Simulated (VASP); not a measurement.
# Ba2C (Fm-3m) in VASP: single point with PBE

Aim: the single point of Ba2C with PBE.

Program: VASP 6.6.1. These are calculated values, not measurements. Logs are shortened: lines on timing, memory, paths and dates and some standing lists are left out, and cuts for length are marked.

### Step 1. The cell of the first run

It takes space group Fm-3m (No. 225, cubic). The conventional cell has a = 7.169 Å, b = 7.169 Å, c = 7.169 Å, α = 90.00°, β = 90.00°, γ = 90.00°. Within 4.1 Å of C (site symmetry m-3m) lie 8 Ba at 3.10 Å. Within 4.1 Å of Ba (site symmetry -43m) lie 4 C at 3.10 Å and 6 Ba at 3.58 Å.

### Step 2. Single point, PBE (30.70 Å³/atom)

Input file INCAR:

```
SYSTEM = Ba2C
PREC     = Accurate       ! precision mode
ENCUT    = 910            ! plane-wave cutoff, eV
EDIFF    = 1E-6           ! SCF threshold, eV
ISMEAR   = -1             ! smearing method
SIGMA    = 0.15           ! smearing width, eV
LREAL    = .FALSE.        ! projectors in reciprocal space
LASPH    = .TRUE.         ! aspherical terms in the spheres
NELM     = 120            ! most SCF steps
ALGO     = Normal         ! electronic algorithm
ISIF     = 2              ! what is computed and relaxed
LWAVE    = .FALSE.        ! write WAVECAR
LCHARG   = .FALSE.        ! write CHGCAR
GGA      = PE             ! functional
NBANDS   = 19             ! bands
GGA_COMPAT= .FALSE.
```

Input file KPOINTS:

```
Automatic mesh
0
G
  10 10 10
  0 0 0
```

Input file POSCAR:

```
Ba2C
1.0
    0.0000000000      3.5843000000      3.5843000000
    3.5843000000      0.0000000000      3.5843000000
    3.5843000000      3.5843000000      0.0000000000
C Ba
1 2
Direct
    0.0000000000      0.0000000000      0.0000000000
    0.2500000000      0.2500000000      0.2500000000
    0.7500000000      0.7500000000      0.7500000000
```

Potentials or basis: VASP PAW PBE potentials, release 64 (C_h, Ba_sv).

Command:

```sh
> cat potpaw_PBE.64/C_h/POTCAR potpaw_PBE.64/Ba_sv/POTCAR > POTCAR
> mpirun -np 1 vasp_std > vasp.out
```

OUTCAR:

```text
SYSTEM = Ba2C
   PREC = Accurate
   ENCUT = 910
   EDIFF = 1E-6
   ISMEAR = -1
   LREAL = .FALSE.
   LASPH = .TRUE.
   NELM = 120
   ISIF = 2
   GGA = PE

 ion  position               nearest neighbor table
   1  0.000  0.000  0.000-   3 3.10   3 3.10   3 3.10   2 3.10   3 3.10   2 3.10   2 3.10   2 3.10

   2  0.250  0.250  0.250-   1 3.10   1 3.10   1 3.10   1 3.10   3 3.58   3 3.58   3 3.58   3 3.58
                             3 3.58   3 3.58
   3  0.750  0.750  0.750-   1 3.10   1 3.10   1 3.10   1 3.10   2 3.58   2 3.58   2 3.58   2 3.58
                             2 3.58   2 3.58

  LATTYP: Found a face centered cubic cell.
 ALAT       =     7.1686000000

  Lattice vectors:

 A1 = (   0.0000000000,   3.5843000000,   3.5843000000)
 A2 = (   3.5843000000,   0.0000000000,   3.5843000000)
 A3 = (   3.5843000000,   3.5843000000,   0.0000000000)

Analysis of symmetry for initial positions (statically):
=====================================================================
 Subroutine PRICEL returns:
 Original cell was already a primitive cell.

 Routine SETGRP: Setting up the symmetry group for a
 face centered cubic supercell.

 Subroutine GETGRP returns: Found 48 space group operations
 (whereof 48 operations were pure point group operations)
 out of a pool of 48 trial point group operations.

The static configuration has the point symmetry O_h .

Analysis of symmetry for dynamics (positions and initial velocities):
=====================================================================
 Subroutine PRICEL returns:
 Original cell was already a primitive cell.

 Routine SETGRP: Setting up the symmetry group for a
 face centered cubic supercell.

 Subroutine GETGRP returns: Found 48 space group operations
 (whereof 48 operations were pure point group operations)
 out of a pool of 48 trial point group operations.

The dynamic configuration has the point symmetry O_h .

 Subroutine INISYM returns: Found 48 space group operations
 (whereof 48 operations are pure point group operations),
 and found     1 'primitive' translations

----------------------------------------------------------------------------------------

                                     Primitive cell

  volume of cell :      92.0965

  direct lattice vectors                    reciprocal lattice vectors
     0.000000000  3.584300000  3.584300000    -0.139497252  0.139497252  0.139497252
     3.584300000  0.000000000  3.584300000     0.139497252 -0.139497252  0.139497252
     3.584300000  3.584300000  0.000000000     0.139497252  0.139497252 -0.139497252

  length of vectors
     5.068965672  5.068965672  5.068965672     0.241616328  0.241616328  0.241616328

  position of ions in fractional coordinates (direct lattice)
     0.000000000  0.000000000  0.000000000
     0.250000000  0.250000000  0.250000000
     0.750000000  0.750000000  0.750000000

  ion indices of the primitive-cell ions
   primitive index   ion index
                 1           1
                 2           2
                 3           3

----------------------------------------------------------------------------------------

 KPOINTS: Automatic mesh

Automatic generation of k-mesh.
 Grid dimensions read from file:
 generate k-points for:   10   10   10

 Generating k-lattice:

  Cartesian coordinates                     Fractional coordinates (reciprocal lattice)
    -0.013949725  0.013949725  0.013949725     0.100000000  0.000000000  0.000000000
     0.013949725 -0.013949725  0.013949725     0.000000000  0.100000000  0.000000000
     0.013949725  0.013949725 -0.013949725     0.000000000  0.000000000  0.100000000

  Length of vectors
     0.024161633  0.024161633  0.024161633

  Shift w.r.t. Gamma in fractional coordinates (k-lattice)
     0.000000000  0.000000000  0.000000000

 Subroutine IBZKPT returns following result:
 ===========================================

 Found     47 irreducible k-points:

 Following reciprocal coordinates:
            Coordinates               Weight
  0.000000  0.000000  0.000000      1.000000
  0.100000  0.000000  0.000000      8.000000
  0.200000  0.000000  0.000000      8.000000
  0.300000  0.000000  0.000000      8.000000
  0.400000  0.000000  0.000000      8.000000
  0.500000  0.000000  0.000000      4.000000
[... 16 lines left out ...]
  0.300000  0.300000  0.000000      6.000000
  0.400000  0.300000  0.000000     24.000000
 [... further k-points ...]
   k-points           NKPTS =     47   k-points in BZ     NKDIM =     47   number of bands    NBANDS=     19
   number of dos      NEDOS =    301   number of ions     NIONS =      3
   total plane-waves  NPLWV = 125000
   dimension x,y,z NGX =    50 NGY =   50 NGZ =   50
   dimension x,y,z NGXF=   100 NGYF=  100 NGZF=  100
   ions per type =               1   2
   NGX,Y,Z   is equivalent  to a cutoff of  16.40, 16.40, 16.40 a.u.
   NGXF,Y,Z  is equivalent  to a cutoff of  32.80, 32.80, 32.80 a.u.
 SYSTEM =  Ba2C
   PREC   = accura    normal or accurate (medium, high low for compatibility)
   ISTART =      0    job   : 0-new  1-cont  2-samecut
   ICHARG =      2    charge: 1-file 2-atom 10-const
   ISPIN  =      1    spin polarized calculation?
   LNONCOLLINEAR =      F non collinear calculations
   LSORBIT =      F    spin-orbit coupling
   LASPH  =      T    aspherical Exc in radial PAW
   ENCUT  =  910.0 eV  66.88 Ry    8.18 a.u.  12.47 12.47 12.47*2*pi/ulx,y,z
   NELM   =    120;   NELMIN=  2; NELMDL= -5     # of ELM steps
   EDIFF  = 0.1E-05   stopping-criterion for ELM
   LREAL  =      F    real-space projection
   EDIFFG = 0.1E-04   stopping-criterion for IOM
   NSW    =      0    number of steps for IOM
   IBRION =     -1    ionic relax: 0-MD 1-quasi-New 2-CG
   NFREE  =      0    steps in history (QN), initial steepest desc. (CG)
   ISIF   =      2    stress and relaxation
   ISYM   =      2    0-nonsym 1-usesym 2-fastsym
   POTIM  = 0.5000    time-step for ionic-motion
   TEBEG  =    0.0;   TEEND  =   0.0 temperature during run
   PSTRESS=    0.0 pullay stress
   NELECT =      24.0000    total number of electrons
   NUPDOWN=      -1.0000    fix difference up-down
   EMIN   =  10.00;   EMAX   =-10.00  energy-range for DOS
   EFERMI =   0.00;   METHOD = LEGACY
   ISMEAR =    -1;   SIGMA  =   0.15  broadening in eV -4-tet -1-fermi 0-gaus
   EFERMI_NEDOS =   21; number of points for ismear=-14 and -15
   IALGO  =     38    algorithm
   IMIX   =      4    mixing-type and parameters
     AMIX     =   0.40;   BMIX     =  1.00
     AMIX_MAG =   1.60;   BMIX_MAG =  1.00
  volume/ion in A,a.u.               =      30.70       207.17
  Fermi-wavevector in a.u.,A,eV,Ry     =   1.045677  1.976043 14.877160  1.093440
  Thomas-Fermi vector in A             =   2.180483
   LORBIT       =      0    0 simple, 1 ext, 2 COOP (PROOUT), +10 PAW based schemes
   GGA     = PE    functional components
   LHFCALC =     F    Hartree Fock is set to
   AEXX    =    0.0000 exact exchange contribution
   IVDW    =     0    specifies the selected vdW correction
   LEPSILON=     F    determine dielectric tensor
   LRPA    =     F    only Hartree local field effects (RPA)
 non-spin polarized calculation
  energy-cutoff  :      910.00
  volume of cell :       92.10
 maximum number of plane-waves:      5784
 NGX is ok and might be reduce to    50
   NGX = 25   NGY = 25   NGZ = 25

 number of electron      24.0000000 magnetization

 Free energy of the ion-electron system (eV)
  ---------------------------------------------------
  ext. energy  EPLUGINS =         0.00000000
  ---------------------------------------------------
  free energy    TOTEN  =       -10.85789368 eV

  energy without entropy =      -10.72000248  energy(sigma->0) =      -10.78894808

 E-fermi :   3.0963     XC(G=0):  -9.0061

 val. band max:        3.0474512410   @ k =   0.0000   0.0000   0.0000
 cond. band min:       3.1056008161   @ k =   0.5000   0.5000   0.0000
 fundamental gap:      0.0581495751
 Fermi energy:         3.0963491245

 k-point     1 :       0.0000    0.0000    0.0000
  band No.  band energies     occupation
      1     -25.2526      2.00000
      2     -24.7441      2.00000
      3     -10.7513      2.00000
      4     -10.7513      2.00000
      5     -10.7513      2.00000
      6      -9.7039      2.00000
[... 11 lines left out ...]
     18       7.3115      0.00000
     19       9.9896      0.00000

 k-point     2 :       0.1000    0.0000    0.0000
  band No.  band energies     occupation
      1     -25.2400      2.00000
      2     -24.7563      2.00000
      3     -10.7407      2.00000
      4     -10.7323      2.00000
      5     -10.7323      2.00000
      6      -9.7634      2.00000
[... 11 lines left out ...]
     18       7.2621      0.00000
     19       9.8924      0.00000

 k-point     3 :       0.2000    0.0000    0.0000
  band No.  band energies     occupation
      1     -25.2034      2.00000
      2     -24.7920      2.00000
      3     -10.7090      2.00000
      4     -10.6755      2.00000
      5     -10.6755      2.00000
      6      -9.9162      2.00000
[... 11 lines left out ...]
     18       7.0813      0.00000
     19       9.6670      0.00000

 k-point     4 :       0.3000    0.0000    0.0000
  band No.  band energies     occupation
      1     -25.1467      2.00000
      2     -24.8477      2.00000
      3     -10.6559      2.00000
      4     -10.5825      2.00000
      5     -10.5825      2.00000
      6     -10.1074      2.00000
[... 407 lines left out ...]
     18       7.6244      0.00000
     19       7.8487      0.00000

 k-point    23 :       0.3000    0.3000    0.0000
  band No.  band energies     occupation
      1     -25.1377      2.00000
      2     -24.8512      2.00000
      3     -10.9231      2.00000
      4     -10.9231      2.00000
      5     -10.8676      2.00000
      6      -9.8981      2.00000
[... 11 lines left out ...]
     18       6.3970      0.00000
     19       7.4545      0.00000

 k-point    24 :       0.4000    0.3000    0.0000
  band No.  band energies     occupation
      1     -25.1045      2.00000
      2     -24.8819      2.00000
      3     -11.0649      2.00000
      4     -10.9376      2.00000
      5     -10.9312      2.00000
      6      -9.7047      2.00000
[... 11 lines left out ...]
     18       6.8590      0.00000
     19       8.0697      0.00000

 [... further k-points ...]

------------------------ aborting loop because EDIFF is reached ----------------------------------------

  FORCE on cell =-STRESS in cart. coord.  units (eV):
  Direction    XX          YY          ZZ          XY          YZ          ZX
  --------------------------------------------------------------------------------------
  -------------------------------------------------------------------------------------
  Total       -0.2982534     -0.2982534     -0.2982534     -0.0000000      0.0000000     -0.0000000
  in kB       -5.1886319     -5.1886319     -5.1886319     -0.0000000      0.0000000     -0.0000000
  external PRESSURE =      -5.1886319 kB  Pullay stress =       0.0000000 kB

 VOLUME and BASIS-vectors are now :
 -----------------------------------------------------------------------------
  energy-cutoff  :      910.00
  volume of cell :       92.10
      direct lattice vectors                 reciprocal lattice vectors
     0.000000000  3.584300000  3.584300000    -0.139497252  0.139497252  0.139497252
     3.584300000  0.000000000  3.584300000     0.139497252 -0.139497252  0.139497252
     3.584300000  3.584300000  0.000000000     0.139497252  0.139497252 -0.139497252

 POSITION                                       TOTAL-FORCE (eV/Angst)
 -----------------------------------------------------------------------------------
      0.00000      0.00000      0.00000         0.000000      0.000000     -0.000000
      1.79215      1.79215      1.79215         0.000000      0.000000      0.000000
      5.37645      5.37645      5.37645        -0.000000     -0.000000     -0.000000
 -----------------------------------------------------------------------------------
    total drift:                               -0.000000      0.000000     -0.000000

  FREE ENERGIE OF THE ION-ELECTRON SYSTEM (eV)
  ---------------------------------------------------
  free  energy   TOTEN  =       -10.8578936796 eV

  energy  without entropy=      -10.7200024781  energy(sigma->0) =      -10.78894808
```

Run time: 3.5 min. Hardware: 1 thread of Intel Xeon 6975P-C (Granite Rapids), shared host; peak memory 0.42 GiB.

Results:

| Quantity | Value |
| --- | --- |
| Free energy | -10.8579 eV |
| Pressure | -0.5 GPa |
| Band gap on the k mesh | zero (bands 12 and 13 overlap by 0.06 eV) |

Caveat: the cutoff is under 1.25 times the usual one of these potentials, so pressure, stress and relaxed cells hold a basis-set (Pulay) error; spin-orbit coupling is left out, which moves the levels of the heavy elements.
